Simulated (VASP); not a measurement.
# NiO (Fm-3m) in VASP: a series of runs, part 2 of 2

VASP 6.6.1. Earlier steps stand in the parts before.

### 5 Single point, PBEsol, collinear spin, ferromagnetic start

This run uses another cell than the first one, of 8.72 Å³/atom.

Contents of INCAR:

```
SYSTEM = NiO
PREC = Accurate ; ENCUT = 520
EDIFF = 1E-6 ; ISMEAR = 0
SIGMA = 0.1 ; LREAL = .False.
LASPH = .True. ; NELM = 150
ALGO = Normal ; ISIF = 2
LWAVE = .False. ; LCHARG = .False.
ISPIN = 2 ; MAGMOM = 1.14 0.2
LORBIT = 11 ; LMAXMIX = 4
GGA = PS ; NBANDS = 19
```

Contents of KPOINTS:

```
regular mesh
0
Gamma
  18 18 18
  0 0 0
```

Contents of POSCAR:

```
NiO
1.0
    0.0000000000      2.0580557221      2.0580557221
    2.0580557221      0.0000000000      2.0580557221
    2.0580557221      2.0580557221      0.0000000000
Ni O
1 1
Direct
    0.0000000000      0.0000000000      0.0000000000
    0.5000000000      0.5000000000      0.5000000000
```

On the command line:

```
$ cat potpaw_PBE.64/Ni/POTCAR potpaw_PBE.64/O/POTCAR > POTCAR
$ mpirun -np 1 vasp_std > vasp.out
```

Wall time 1.7 min (1 thread of Intel Xeon 6975P-C (Granite Rapids), shared host); peak memory 0.23 GiB.

Results (log left out):

```
Free energy                                           : -12.3994 eV
Pressure                                              : -0.3 GPa
Net moment                                            : 1.20 μB per cell
Site moments                                          : Ni +1.00; O +0.16 μB
Valence electrons inside the program's atomic spheres : Ni 9.12; O 4.95
```

Levels at points of the mesh, in eV from the Fermi level:
Spin up:
```tsv
k point	band 6	band 7	band 8	band 9	band 10	band 11	band 12	band 13
(0.00, 0.00, 0.00)	-2.67	-2.48	-2.48	-2.48	1.69	17.73	19.14	19.14
(0.50, 0.00, 0.00)	-1.65	-1.16	0.68	0.68	5.52	10.28	14.17	14.17
(0.50, 0.50, 0.00)	-2.27	-1.63	-1.33	-1.33	6.37	10.67	12.32	16.97
```
Spin down:
```tsv
k point	band 4	band 5	band 6	band 7	band 8	band 9	band 10	band 11
(0.00, 0.00, 0.00)	-2.99	-1.85	-1.85	-1.85	-1.06	-1.06	1.93	17.71
(0.50, 0.00, 0.00)	-5.42	-0.89	-0.89	-0.51	1.95	1.95	5.64	10.63
(0.50, 0.50, 0.00)	-4.39	-2.96	-0.63	-0.63	-0.61	0.03	6.68	10.91
```

Caveat: the PAW data sets were made with another functional, which shifts forces and pressure a little; a cell with one magnetic atom can't hold antiferromagnetic order, which such compounds often take; semilocal functionals often make such compounds metallic where correlation or magnetic order opens a gap, which also shifts bond lengths.

### 6 Single point, PBEsol, collinear spin, ferromagnetic start (8.98 Å³/atom)

This run uses another cell than the first one, of 8.98 Å³/atom.

Contents of INCAR:

```
SYSTEM = NiO
PREC     = Accurate       ! precision mode
ENCUT    = 520            ! plane-wave cutoff, eV
EDIFF    = 1E-6           ! SCF threshold, eV
ISMEAR   = 0              ! smearing method
SIGMA    = 0.1            ! smearing width, eV
LREAL    = .FALSE.        ! projectors in reciprocal space
LASPH    = .TRUE.         ! aspherical terms in the spheres
NELM     = 150            ! most SCF steps
ALGO     = Normal         ! electronic algorithm
ISIF     = 2              ! what is computed and relaxed
LWAVE    = .FALSE.        ! write WAVECAR
LCHARG   = .FALSE.        ! write CHGCAR
ISPIN    = 2              ! spin polarisation
MAGMOM   = 1.14 0.2       ! initial moments
LORBIT   = 11             ! projections on sites
LMAXMIX  = 4              ! l up to which the mixer works
GGA      = PS             ! functional
NBANDS   = 19             ! bands
```

Contents of KPOINTS:

```
Automatic mesh
0
G
  18 18 18
  0 0 0
```

Contents of POSCAR:

```
NiO
1.0
    0.0000000000      2.0784338367      2.0784338367
    2.0784338367      0.0000000000      2.0784338367
    2.0784338367      2.0784338367      0.0000000000
Ni O
1 1
Direct
    0.0000000000      0.0000000000      0.0000000000
    0.5000000000      0.5000000000      0.5000000000
```

Potentials or basis: VASP PAW PBE potentials, release 64 (Ni, O).

On the command line:

```
$ cat potpaw_PBE.64/Ni/POTCAR potpaw_PBE.64/O/POTCAR > POTCAR
$ mpirun -np 1 vasp_std > vasp.out
```

OUTCAR:

```text
SYSTEM = NiO
   PREC = Accurate
   ENCUT = 520
   EDIFF = 1E-6
   ISMEAR = 0
   LREAL = .FALSE.
   LASPH = .TRUE.
   NELM = 150
   ISIF = 2
   ISPIN = 2
   LORBIT = 11
   GGA = PS

 ion  position               nearest neighbor table
   1  0.000  0.000  0.000-   2 2.08   2 2.08   2 2.08   2 2.08   2 2.08   2 2.08
   2  0.500  0.500  0.500-   1 2.08   1 2.08   1 2.08   1 2.08   1 2.08   1 2.08

  LATTYP: Found a face centered cubic cell.
 ALAT       =     4.1568676734

  Lattice vectors:

 A1 = (   0.0000000000,   2.0784338367,   2.0784338367)
 A2 = (   2.0784338367,   0.0000000000,   2.0784338367)
 A3 = (   2.0784338367,   2.0784338367,   0.0000000000)

[... 1269 lines left out ...]

 VOLUME and BASIS-vectors are now :
 -----------------------------------------------------------------------------
  energy-cutoff  :      520.00
  volume of cell :       17.96
      direct lattice vectors                 reciprocal lattice vectors
     0.000000000  2.078433837  2.078433837    -0.240565753  0.240565753  0.240565753
     2.078433837  0.000000000  2.078433837     0.240565753 -0.240565753  0.240565753
     2.078433837  2.078433837  0.000000000     0.240565753  0.240565753 -0.240565753

 POSITION                                       TOTAL-FORCE (eV/Angst)
 -----------------------------------------------------------------------------------
      0.00000      0.00000      0.00000        -0.000000      0.000000     -0.000000
      2.07843      2.07843      2.07843         0.000000     -0.000000      0.000000
 -----------------------------------------------------------------------------------
    total drift:                                0.000000     -0.000000     -0.000000

  FREE ENERGIE OF THE ION-ELECTRON SYSTEM (eV)
  ---------------------------------------------------
  free  energy   TOTEN  =       -12.3901085402 eV

  energy  without entropy=      -12.3814912296  energy(sigma->0) =      -12.38579988

 total charge

# of ion       s       p       d       tot
------------------------------------------
    1        0.338   0.415   8.301   9.055
    2        1.557   3.381   0.000   4.938
--------------------------------------------------
tot          1.895   3.797   8.301  13.993

 magnetization (x)

# of ion       s       p       d       tot
------------------------------------------
    1        0.010   0.014   1.087   1.111
    2        0.024   0.164   0.000   0.188
--------------------------------------------------
tot          0.034   0.178   1.087   1.299
```

OSZICAR:

```text
N       E                     dE             d eps       ncg     rms          rms(c)
DAV:   1     0.818638508019E+02    0.81864E+02   -0.69806E+03 15890   0.104E+03
DAV:   2    -0.953791622183E+01   -0.91402E+02   -0.80047E+02 15465   0.235E+02
DAV:   3    -0.144943506482E+02   -0.49564E+01   -0.47214E+01 16983   0.553E+01
DAV:   4    -0.145387736872E+02   -0.44423E-01   -0.44361E-01 16465   0.505E+00
DAV:   5    -0.145394838857E+02   -0.71020E-03   -0.71013E-03 16868   0.635E-01    0.143E+01
DAV:   6    -0.137577828283E+02    0.78170E+00   -0.10525E+01 19333   0.587E+01    0.169E+01
DAV:   7    -0.124536378520E+02    0.13041E+01   -0.42643E+00 18853   0.465E+01    0.575E+00
DAV:   8    -0.123896823407E+02    0.63956E-01   -0.21699E-01 19544   0.740E+00    0.265E+00
DAV:   9    -0.123890028818E+02    0.67946E-03   -0.18368E-02 18268   0.126E+00    0.625E-01
DAV:  10    -0.123890285848E+02   -0.25703E-04   -0.36554E-03 18508   0.105E+00    0.331E-01
DAV:  11    -0.123899350440E+02   -0.90646E-03   -0.97328E-04 19439   0.611E-01    0.230E-01
DAV:  12    -0.123900822406E+02   -0.14720E-03   -0.10034E-03 18397   0.699E-01    0.564E-02
DAV:  13    -0.123901111417E+02   -0.28901E-04   -0.17088E-04 17492   0.137E-01    0.327E-02
DAV:  14    -0.123901091270E+02    0.20147E-05   -0.22947E-05 20847   0.570E-02    0.121E-02
DAV:  15    -0.123901085402E+02    0.58681E-06   -0.20525E-06 13287   0.354E-02
   1 F= -.12390109E+02 E0= -.12385800E+02  d E =-.861731E-02  mag=     1.3314
```

It took 46 s on 1 thread of Intel Xeon 6975P-C (Granite Rapids), shared host; peak memory 0.23 GiB.

Results:

- Free energy: -12.3901 eV
- Pressure: -5.7 GPa
- Net moment: 1.33 μB per cell
- Site moments: Ni +1.11; O +0.19 μB
- Valence electrons inside the program's atomic spheres: Ni 9.05; O 4.94

Caveat: the cell stands under tension; the PAW data sets were made with another functional, which shifts forces and pressure a little; a cell with one magnetic atom can't hold antiferromagnetic order, which such compounds often take; semilocal functionals often make such compounds metallic where correlation or magnetic order opens a gap, which also shifts bond lengths.

### 7 Single point, PBEsol, collinear spin, ferromagnetic start (9.24 Å³/atom)

This run uses another cell than the first one, of 9.24 Å³/atom.

Contents of INCAR:

```
SYSTEM = NiO
  PREC = Accurate
  ENCUT = 520
  EDIFF = 1E-6
  ISMEAR = 0
  SIGMA = 0.1
  LREAL = .FALSE.
  LASPH = .TRUE.
  NELM = 150
  ALGO = Normal
  ISIF = 2
  LWAVE = .FALSE.
  LCHARG = .TRUE.
  ISPIN = 2
  MAGMOM = 1.14 0.2
  LORBIT = 11
  LMAXMIX = 4
  GGA = PS
  LELF = .TRUE.
  LVHAR = .TRUE.
  NBANDS = 19
```

Contents of KPOINTS:

```
regular mesh
0
G
  18 18 18
  0 0 0
```

Contents of POSCAR:

```
NiO
1.0
    0.0000000000      2.0984200035      2.0984200035
    2.0984200035      0.0000000000      2.0984200035
    2.0984200035      2.0984200035      0.0000000000
Ni O
1 1
Direct
    0.0000000000      0.0000000000      0.0000000000
    0.5000000000      0.5000000000      0.5000000000
```

On the command line:

```
$ cat potpaw_PBE.64/Ni/POTCAR potpaw_PBE.64/O/POTCAR > POTCAR
$ mpirun -np 1 vasp_std > vasp.out
```

Wall time 47 s (1 thread of Intel Xeon 6975P-C (Granite Rapids), shared host); peak memory 0.23 GiB.

Results (log left out):

```yaml
Free_energy: -12.3650 eV
Pressure: -10.0 GPa
Net_moment: 1.49 μB per cell
Site_moments: Ni +1.23; O +0.22 μB
Valence_electrons_inside_the_program's_atomic_spheres: Ni 8.99; O 4.93
```

Levels at points of the mesh, in eV from the Fermi level:
Spin up:
| k point | band 6 | band 7 | band 8 | band 9 | band 10 | band 11 | band 12 | band 13 |
| --- | --- | --- | --- | --- | --- | --- | --- | --- |
| (0.00, 0.00, 0.00) | -2.79 | -2.44 | -2.44 | -2.44 | 1.38 | 17.58 | 18.70 | 18.70 |
| (0.50, 0.00, 0.00) | -1.72 | -1.24 | 0.44 | 0.44 | 5.42 | 9.74 | 13.81 | 13.81 |
| (0.50, 0.50, 0.00) | -2.44 | -1.91 | -1.43 | -1.43 | 5.99 | 10.32 | 12.06 | 16.31 |
Spin down:
```
           k point  band 4  band 5  band 6  band 7  band 8  band 9  band 10  band 11
(0.00, 0.00, 0.00)   -2.59   -1.67   -1.67   -1.67   -0.80   -0.80     1.68    17.55
(0.50, 0.00, 0.00)   -4.87   -0.80   -0.80   -0.44    1.98    1.99     5.58    10.18
(0.50, 0.50, 0.00)   -3.92   -2.66   -0.58   -0.58   -0.38    0.13     6.37    10.63
```

Caveat: the cell stands under tension; the PAW data sets were made with another functional, which shifts forces and pressure a little; a cell with one magnetic atom can't hold antiferromagnetic order, which such compounds often take; semilocal functionals often make such compounds metallic where correlation or magnetic order opens a gap, which also shifts bond lengths. With open d or f shells a metallic result of PBEsol can be an artefact of self-interaction; +U or a hybrid may open a gap.

### 8 Overview

| cell | gap on the mesh (eV) | pressure (GPa) | moment (μB) |
| --- | --- | --- | --- |
| a = 2.851 Å, angles 60.0°, 2 atoms | none | 13.4 | 0.69 |
| a = 2.881 Å, angles 60.0°, 2 atoms | none | 4.9 | 0.78 |
| a = 2.911 Å, angles 60.0°, 2 atoms | none | -0.3 | 1.20 |
| a = 2.939 Å, angles 60.0°, 2 atoms | none | -5.7 | 1.33 |
| a = 2.968 Å, angles 60.0°, 2 atoms | none | -10.0 | 1.49 |

Alike in all rows: task single point; level PBEsol; potentials or basis VASP PAW PBE potentials, release 64 (Ni, O); spin collinear, ferromagnetic start; k mesh 18 × 18 × 18; cutoff (eV) 520; smearing gaussian 0.1 eV.

Caveats: the PAW data sets were made with another functional, which shifts forces and pressure a little; a cell with one magnetic atom can't hold antiferromagnetic order, which such compounds often take; semilocal functionals often make such compounds metallic where correlation or magnetic order opens a gap, which also shifts bond lengths; the cell stands under pressure (at least some runs); the cell stands under tension (at least some runs).

Total energies depend on the potentials used, so only differences within one code and one set of settings carry meaning.

### 9 Comparison with measurements

Step 5. Against the measured gap of NiO, 4.3 eV (quoted in “Local correlations, non-local screening, multiplets, and band formation in NiO”, 2012, arxiv:1210.6675), the calculated 0.00 eV is off by -4.30 eV. So large a miss can be the level of theory's own, or it may mean another phase, state or a wrong row. The value is that of PBEsol on a finite k mesh, which can miss the band edges, without temperature or zero-point motion. Semilocal functionals fall short of measured gaps as a rule. The run's magnetic order (collinear spin, ferromagnetic start) needn't be the measured crystal's.
